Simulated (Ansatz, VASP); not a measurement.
# One calculation of WS2, two programs

File POSCAR:

```
WS2
1.0
    5.1336176581      0.0000000000      0.0000000000
    0.0000000000      5.1336176581      0.0000000000
    0.0000000000      0.0000000000      5.1336176581
W S
2 4
Direct
    0.0000000000      0.0000000000      0.0000000000
    0.5000000000      0.5000000000      0.5000000000
    0.2500000000      0.2500000000      0.2500000000
    0.2500000000      0.7500000000      0.7500000000
    0.7500000000      0.7500000000      0.2500000000
    0.7500000000      0.2500000000      0.7500000000
```

Contents of INCAR.step1:

```
SYSTEM = WS2
PREC = Accurate
ENCUT = 600
ISMEAR = 0
SIGMA = 0.1
LREAL = .FALSE.
LASPH = .TRUE.
NELM = 100
GGA = PE
ALGO = Normal
EDIFF = 1E-4
LWAVE = .TRUE.
LCHARG = .FALSE.
```

The input INCAR.step2:

```
SYSTEM = WS2
PREC = Accurate
ENCUT = 600
EDIFF = 1E-7
ISMEAR = 0
SIGMA = 0.1
LREAL = .FALSE.
LASPH = .TRUE.
NELM = 100
ALGO = Normal
ISIF = 3
LWAVE = .FALSE.
LCHARG = .FALSE.
METAGGA = R2SCAN
LMIXTAU = .TRUE.
IBRION = 2
NSW = 100
EDIFFG = -0.01
ISTART = 1
```

File KPOINTS:

```
Automatic mesh
0
G
  8 8 8
  0 0 0
```

Input for Ansatz:

```yaml
crystal:
  lattice:
    - [5.1336176581, 0.0, 0.0]
    - [0.0, 5.1336176581, 0.0]
    - [0.0, 0.0, 5.1336176581]
  atoms:
    - { symbol: W, position: [0.0, 0.0, 0.0] }
    - { symbol: W, position: [0.5, 0.5, 0.5] }
    - { symbol: S, position: [0.25, 0.25, 0.25] }
    - { symbol: S, position: [0.25, 0.75, 0.75] }
    - { symbol: S, position: [0.75, 0.75, 0.25] }
    - { symbol: S, position: [0.75, 0.25, 0.75] }
basis:
  ecutwfc: 500
kpoints:
  mp_grid: { grid: [8, 8, 8] }
hamiltonian:
  xc: r2scan
scf:
  occupations: { method: gaussian, width: 0.1 }
output:
  forces: true
  stress: true
  eigenvalues: true
relax:
  adjacent_minimum: "off"
  f_tol: 0.01
  max_steps: 80
  cell: { stress_tol: 0.05 }
```

Alike in both runs: task relaxation of cell and atoms; functional r2SCAN; k mesh 8 × 8 × 8; occupations gaussian, width 0.1 eV; no spin polarisation.

|  | VASP | Ansatz |
| --- | --- | --- |
| version | VASP 6.6.1 | Ansatz 0.2.0 |
| potentials or method | VASP PAW PBE potentials, release 64 (W_sv, S), cutoff 600 eV | scalar-relativistic, plane waves, PAW |
| valence electrons in the cell | 52 | 52 |

VASP gave:

- gap on the k mesh at the Fermi level, each at its own relaxed structure (eV): none
- relaxed volume (Å³/atom): 22.51
- relaxed cell length with the largest relative difference (Å): 5.131

Q: What did Ansatz give for the same quantities?

A: gap on the k mesh at the Fermi level, each at its own relaxed structure (eV): none; relaxed volume (Å³/atom): 22.50; relaxed cell length with the largest relative difference (Å): 5.130.

VASP's potentials were made for PBE, not for r2SCAN. A gap of «none» marks a metal or a gap that the smearing closes.

Neither program's run includes spin-orbit coupling.
